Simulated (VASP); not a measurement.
# KRu (I4/mmm) in VASP: single point with PBE

Aim: the single point of KRu with PBE.

All numbers are computed with VASP 6.6.1; they aren't measurements. Logs are shortened: lines on timing, memory, paths and dates and some standing lists are left out, and cuts for length are marked.

### Step 1. The cell of the first run

The structure is tetragonal, space group I4/mmm (No. 139). Conventional cell: a = 4.674 Å, b = 4.674 Å, c = 5.102 Å, α = 90.00°, β = 90.00°, γ = 90.00°. K (site symmetry 4/mmm) has 6 Ru at 2.55 to 3.30 Å within 3.4 Å. Ru (site symmetry 4/mmm) has 6 K at 2.55 to 3.30 Å within 3.4 Å.

The cell was generated, and may not be a known phase.

### Step 2. Single point, PBE

INCAR reads:

```
PREC = Accurate ; ENCUT = 560
EDIFF = 1E-6 ; ISMEAR = 0
SIGMA = 0.1 ; LREAL = False
LASPH = True ; NELM = 120
ALGO = Normal ; ISIF = 2
LWAVE = False ; LCHARG = True
GGA = PE ; LELF = True
LVHAR = True ; NBANDS = 20
GGA_COMPAT = False
```

KPOINTS reads:

```
regular mesh
0
Gamma
  6 6 6
```

POSCAR reads:

```
KRu
1.0
   -2.3368752700      2.3368752700      2.5510061700
    2.3368752700     -2.3368752700      2.5510061700
    2.3368752700      2.3368752700     -2.5510061700
K Ru
1 1
Direct
    0.5000000000      0.5000000000      0.0000000000
    0.0000000000      0.0000000000      0.0000000000
```

Potentials or basis: VASP PAW PBE potentials, release 64 (K_sv, Ru_sv).

On the command line:

```bash
$ cat potpaw_PBE.64/K_sv/POTCAR potpaw_PBE.64/Ru_sv/POTCAR > POTCAR
$ mpirun -np 1 vasp_std > vasp.out
```

OUTCAR:

```text
PREC = Accurate
   ENCUT = 560
   EDIFF = 1E-6
   ISMEAR = 0
   LREAL = False
   LASPH = True
   NELM = 120
   ISIF = 2
   GGA = PE

 ion  position               nearest neighbor table
   1  0.500  0.500  0.000-   2 2.55   2 2.55
   2  0.000  0.000  0.000-   1 2.55   1 2.55

  LATTYP: Found a body centered tetragonal cell.
 ALAT       =     4.6737505400
 C/A-ratio  =     1.0916312919

  Lattice vectors:

 A1 = (  -2.3368752700,   2.3368752700,   2.5510061700)
 A2 = (   2.3368752700,  -2.3368752700,   2.5510061700)
 A3 = (   2.3368752700,   2.3368752700,  -2.5510061700)

Analysis of symmetry for initial positions (statically):
=====================================================================
 Subroutine PRICEL returns:
 Original cell was already a primitive cell.

 Routine SETGRP: Setting up the symmetry group for a
 body centered tetragonal supercell.

 Subroutine GETGRP returns: Found 16 space group operations
 (whereof 16 operations were pure point group operations)
 out of a pool of 16 trial point group operations.

The static configuration has the point symmetry D_4h.

Analysis of symmetry for dynamics (positions and initial velocities):
=====================================================================
 Subroutine PRICEL returns:
 Original cell was already a primitive cell.

 Routine SETGRP: Setting up the symmetry group for a
 body centered tetragonal supercell.

 Subroutine GETGRP returns: Found 16 space group operations
 (whereof 16 operations were pure point group operations)
 out of a pool of 16 trial point group operations.

The dynamic configuration has the point symmetry D_4h.

 Subroutine INISYM returns: Found 16 space group operations
 (whereof 16 operations are pure point group operations),
 and found     1 'primitive' translations

----------------------------------------------------------------------------------------

                                     Primitive cell

  volume of cell :      55.7240

  direct lattice vectors                    reciprocal lattice vectors
    -2.336875270  2.336875270  2.551006170     0.000000000  0.213960927  0.196001094
     2.336875270 -2.336875270  2.551006170     0.213960927  0.000000000  0.196001094
     2.336875270  2.336875270 -2.551006170     0.213960927  0.213960927  0.000000000

  length of vectors
     4.174877787  4.174877787  4.174877787     0.290164966  0.290164966  0.302586445

  position of ions in fractional coordinates (direct lattice)
     0.500000000  0.500000000  0.000000000
     0.000000000  0.000000000  0.000000000

  ion indices of the primitive-cell ions
   primitive index   ion index
                 1           1
                 2           2

----------------------------------------------------------------------------------------

 KPOINTS: regular mesh

Automatic generation of k-mesh.
 Grid dimensions read from file:
 generate k-points for:    6    6    6

 Generating k-lattice:

  Cartesian coordinates                     Fractional coordinates (reciprocal lattice)
     0.000000000  0.035660155  0.032666849     0.166666667  0.000000000 -0.000000000
     0.035660155  0.000000000  0.032666849     0.000000000  0.166666667 -0.000000000
     0.035660155  0.035660155  0.000000000     0.000000000  0.000000000  0.166666667

  Length of vectors
     0.048360828  0.048360828  0.050431074

  Shift w.r.t. Gamma in fractional coordinates (k-lattice)
     0.000000000  0.000000000  0.000000000

 Subroutine IBZKPT returns following result:
 ===========================================

 Found     30 irreducible k-points:

 Following reciprocal coordinates:
            Coordinates               Weight
  0.000000  0.000000  0.000000      1.000000
  0.166667  0.000000  0.000000      8.000000
  0.333333 -0.000000  0.000000      8.000000
  0.500000  0.000000  0.000000      4.000000
  0.166667  0.166667  0.000000      8.000000
  0.333333  0.166667  0.000000     16.000000
[... 16 lines left out ...]
 -0.333333 -0.333333  0.166667      8.000000
 -0.166667 -0.333333  0.166667      8.000000
 [... further k-points ...]
   k-points           NKPTS =     30   k-points in BZ     NKDIM =     30   number of bands    NBANDS=     20
   number of dos      NEDOS =    301   number of ions     NIONS =      2
   total plane-waves  NPLWV =  32768
   dimension x,y,z NGX =    32 NGY =   32 NGZ =   32
   dimension x,y,z NGXF=    64 NGYF=   64 NGZF=   64
   ions per type =               1   1
   NGX,Y,Z   is equivalent  to a cutoff of  12.74, 12.74, 12.74 a.u.
   NGXF,Y,Z  is equivalent  to a cutoff of  25.49, 25.49, 25.49 a.u.
 SYSTEM =  unknown system
   PREC   = accura    normal or accurate (medium, high low for compatibility)
   ISTART =      0    job   : 0-new  1-cont  2-samecut
   ICHARG =      2    charge: 1-file 2-atom 10-const
   ISPIN  =      1    spin polarized calculation?
   LNONCOLLINEAR =      F non collinear calculations
   LSORBIT =      F    spin-orbit coupling
   LASPH  =      T    aspherical Exc in radial PAW
   ENCUT  =  560.0 eV  41.16 Ry    6.42 a.u.   8.06  8.06  8.06*2*pi/ulx,y,z
   NELM   =    120;   NELMIN=  2; NELMDL= -5     # of ELM steps
   EDIFF  = 0.1E-05   stopping-criterion for ELM
   LREAL  =      F    real-space projection
   EDIFFG = 0.1E-04   stopping-criterion for IOM
   NSW    =      0    number of steps for IOM
   IBRION =     -1    ionic relax: 0-MD 1-quasi-New 2-CG
   NFREE  =      0    steps in history (QN), initial steepest desc. (CG)
   ISIF   =      2    stress and relaxation
   ISYM   =      2    0-nonsym 1-usesym 2-fastsym
   POTIM  = 0.5000    time-step for ionic-motion
   TEBEG  =    0.0;   TEEND  =   0.0 temperature during run
   PSTRESS=    0.0 pullay stress
   NELECT =      25.0000    total number of electrons
   NUPDOWN=      -1.0000    fix difference up-down
   EMIN   =  10.00;   EMAX   =-10.00  energy-range for DOS
   EFERMI =   0.00;   METHOD = LEGACY
   ISMEAR =     0;   SIGMA  =   0.10  broadening in eV -4-tet -1-fermi 0-gaus
   EFERMI_NEDOS =   21; number of points for ismear=-14 and -15
   IALGO  =     38    algorithm
   IMIX   =      4    mixing-type and parameters
     AMIX     =   0.40;   BMIX     =  1.00
     AMIX_MAG =   1.60;   BMIX_MAG =  1.00
  volume/ion in A,a.u.               =      27.86       188.02
  Fermi-wavevector in a.u.,A,eV,Ry     =   1.253258  2.368315 21.370083  1.570657
  Thomas-Fermi vector in A             =   2.387120
   LORBIT       =      0    0 simple, 1 ext, 2 COOP (PROOUT), +10 PAW based schemes
   GGA     = PE    functional components
   LHFCALC =     F    Hartree Fock is set to
   AEXX    =    0.0000 exact exchange contribution
   IVDW    =     0    specifies the selected vdW correction
   LEPSILON=     F    determine dielectric tensor
   LRPA    =     F    only Hartree local field effects (RPA)
 non-spin polarized calculation
 Gauss-broadening in eV      SIGMA  =   0.10
  energy-cutoff  :      560.00
  volume of cell :       55.72
 maximum number of plane-waves:      1694
   NGX = 17   NGY = 17   NGZ = 17

 number of electron      24.9999997 magnetization

 Free energy of the ion-electron system (eV)
  ---------------------------------------------------
  ext. energy  EPLUGINS =         0.00000000
  ---------------------------------------------------
  free energy    TOTEN  =        -4.65198828 eV

  energy without entropy =       -4.60166197  energy(sigma->0) =       -4.62682513

 E-fermi :   2.9023     XC(G=0):  -9.1409

 val. band max:        2.9020203128   @ k =  -0.3333   0.3333   0.0000
 cond. band min:       2.9033659744   @ k =  -0.1667   0.1667   0.1667
 fundamental gap:      0.0013456616
 Fermi energy:         2.9022800317

 k-point     1 :       0.0000    0.0000    0.0000
  band No.  band energies     occupation
      1     -68.0692      2.00000
      2     -38.2597      2.00000
      3     -38.1249      2.00000
      4     -38.1249      2.00000
      5     -26.9231      2.00000
      6     -10.6795      2.00000
[... 12 lines left out ...]
     19      12.0986      0.00000
     20      12.0986      0.00000

 k-point     2 :       0.1667    0.0000    0.0000
  band No.  band energies     occupation
      1     -68.0692      2.00000
      2     -38.2613      2.00000
      3     -38.1255      2.00000
      4     -38.1254      2.00000
      5     -26.9102      2.00000
      6     -10.7757      2.00000
[... 12 lines left out ...]
     19      11.1487      0.00000
     20      13.1840      0.00000

 k-point     3 :       0.3333   -0.0000    0.0000
  band No.  band energies     occupation
      1     -68.0691      2.00000
      2     -38.2644      2.00000
      3     -38.1267      2.00000
      4     -38.1262      2.00000
      5     -26.8844      2.00000
      6     -10.9661      2.00000
[... 12 lines left out ...]
     19      11.4583      0.00000
     20      12.1473      0.00000

 k-point     4 :       0.5000    0.0000    0.0000
  band No.  band energies     occupation
      1     -68.0691      2.00000
      2     -38.2659      2.00000
      3     -38.1272      2.00000
      4     -38.1267      2.00000
      5     -26.8714      2.00000
      6     -11.0590      2.00000
[... 12 lines left out ...]
     19      11.6415      0.00000
     20      11.7033      0.00000

 k-point     5 :       0.1667    0.1667    0.0000
  band No.  band energies     occupation
      1     -68.0691      2.00000
      2     -38.2641      2.00000
      3     -38.1265      2.00000
      4     -38.1259      2.00000
      5     -26.8868      2.00000
      6     -10.9528      2.00000
[... 12 lines left out ...]
     19      11.5472      0.00000
     20      12.6624      0.00000

 k-point     6 :       0.3333    0.1667    0.0000
  band No.  band energies     occupation
      1     -68.0691      2.00000
      2     -38.2659      2.00000
      3     -38.1271      2.00000
      4     -38.1268      2.00000
      5     -26.8716      2.00000
      6     -11.0530      2.00000
[... 12 lines left out ...]
     19      11.6327      0.00000
     20      11.9172      0.00000

 k-point     7 :       0.5000    0.1667    0.0000
  band No.  band energies     occupation
      1     -68.0691      2.00000
      2     -38.2649      2.00000
      3     -38.1277      2.00000
      4     -38.1264      2.00000
      5     -26.8800      2.00000
      6     -10.9823      2.00000
[... 12 lines left out ...]
     19      11.4465      0.00000
     20      11.9130      0.00000
[... 277 lines left out ...]
 k-point    20 :       0.5000    0.5000    0.1667
  band No.  band energies     occupation
      1     -68.0690      2.00000
      2     -38.2626      2.00000
      3     -38.1293      2.00000
      4     -38.1259      2.00000
      5     -26.9026      2.00000
      6     -10.7730      2.00000
[... 12 lines left out ...]
     19      11.4482      0.00000
     20      12.5634      0.00000

 k-point    21 :      -0.3333    0.5000    0.1667
  band No.  band energies     occupation
      1     -68.0690      2.00000
      2     -38.2639      2.00000
      3     -38.1286      2.00000
      4     -38.1269      2.00000
      5     -26.8927      2.00000
      6     -10.8624      2.00000
[... 12 lines left out ...]
     19      11.6883      0.00000
     20      12.3523      0.00000

 k-point    22 :      -0.1667    0.5000    0.1667
  band No.  band energies     occupation
      1     -68.0690      2.00000
      2     -38.2655      2.00000
      3     -38.1276      2.00000
      4     -38.1271      2.00000
      5     -26.8772      2.00000
      6     -11.0032      2.00000
[... 12 lines left out ...]
     19      11.8591      0.00000
     20      11.8943      0.00000

 k-point    23 :      -0.3333   -0.3333    0.1667
  band No.  band energies     occupation
      1     -68.0690      2.00000
      2     -38.2658      2.00000
      3     -38.1278      2.00000
      4     -38.1273      2.00000
      5     -26.8761      2.00000
      6     -11.0086      2.00000
[... 12 lines left out ...]
     19      11.8512      0.00000
     20      12.2737      0.00000

 k-point    24 :      -0.1667   -0.3333    0.1667
  band No.  band energies     occupation
      1     -68.0691      2.00000
      2     -38.2659      2.00000
      3     -38.1269      2.00000
      4     -38.1267      2.00000
      5     -26.8731      2.00000
      6     -11.0511      2.00000
[... 12 lines left out ...]
     19      11.5209      0.00000
     20      12.5054      0.00000

 [... further k-points ...]

------------------------ aborting loop because EDIFF is reached ----------------------------------------

  FORCE on cell =-STRESS in cart. coord.  units (eV):
  Direction    XX          YY          ZZ          XY          YZ          ZX
  --------------------------------------------------------------------------------------
  -------------------------------------------------------------------------------------
  Total       -0.6029401     -0.6029401      2.8603192      0.0000000      0.0000000      0.0000000
  in kB      -17.3357314    -17.3357314     82.2398905      0.0000000      0.0000000      0.0000000
  external PRESSURE =      15.8561426 kB  Pullay stress =       0.0000000 kB

 VOLUME and BASIS-vectors are now :
 -----------------------------------------------------------------------------
  energy-cutoff  :      560.00
  volume of cell :       55.72
      direct lattice vectors                 reciprocal lattice vectors
    -2.336875270  2.336875270  2.551006170     0.000000000  0.213960927  0.196001094
     2.336875270 -2.336875270  2.551006170     0.213960927  0.000000000  0.196001094
     2.336875270  2.336875270 -2.551006170     0.213960927  0.213960927  0.000000000

 POSITION                                       TOTAL-FORCE (eV/Angst)
 -----------------------------------------------------------------------------------
      0.00000      0.00000      2.55101        -0.000000      0.000000      0.000000
      0.00000      0.00000      0.00000         0.000000     -0.000000      0.000000
 -----------------------------------------------------------------------------------
    total drift:                               -0.000000      0.000000     -0.000000

  FREE ENERGIE OF THE ION-ELECTRON SYSTEM (eV)
  ---------------------------------------------------
  free  energy   TOTEN  =        -4.6519882802 eV

  energy  without entropy=       -4.6016619739  energy(sigma->0) =       -4.62682513
```

Wall time 30 s (1 thread of AMD EPYC 7R13 (Zen 3), shared host); peak memory 0.16 GiB.

What came out:

```
Free energy            : -4.6520 eV
Pressure               : 1.6 GPa
Band gap on the k mesh : zero (an odd number of electrons rules out a gap without spin polarisation)
```

Stress tensor (GPa, compression positive):
```
-1.73  0.00  0.00
 0.00 -1.73  0.00
 0.00  0.00  8.22
```

Caveat: the stress differs along the axes, from -2 to 8 GPa.
